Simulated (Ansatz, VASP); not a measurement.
One calculation of Ge, two programs

```
Ge
1.0
     1.88965   -5.24653    0.00000
     1.88965    5.24653    0.00000
     0.00000    0.00000    3.86104
Ge
4
Direct
  0.12775 0.87225 0.00000
  0.62775 0.37225 0.50000
  0.87225 0.12775 0.00000
  0.37225 0.62775 0.50000
```

Alike in both runs: functional PBE; dispersion D3(BJ); k mesh 12 × 12 × 12; occupations gaussian, width 0.1 eV; no spin polarisation.

Ansatz relaxed the structure, and its values are those at the end. VASP's run is a single point on that final structure, the one shown.

```csv
,VASP,Ansatz
version,VASP 6.6.1,Ansatz 0.2.0
potentials or method,"VASP PAW PBE potentials, release 64 (Ge_d), cutoff 520 eV","scalar-relativistic, plane waves, PAW"
valence electrons in the cell,56,56
```

VASP gave:

```
gap on the k mesh at the Fermi level (eV) : none
pressure (GPa)                            : -0.1
```

What did Ansatz give for the same quantities?

gap on the k mesh at the Fermi level (eV): none; pressure (GPa): 0.0.

A gap of «none» marks a metal or a gap that the smearing closes. Ansatz's warnings: relaxed geometry near dispersion switch, structure snapped to symmetry.
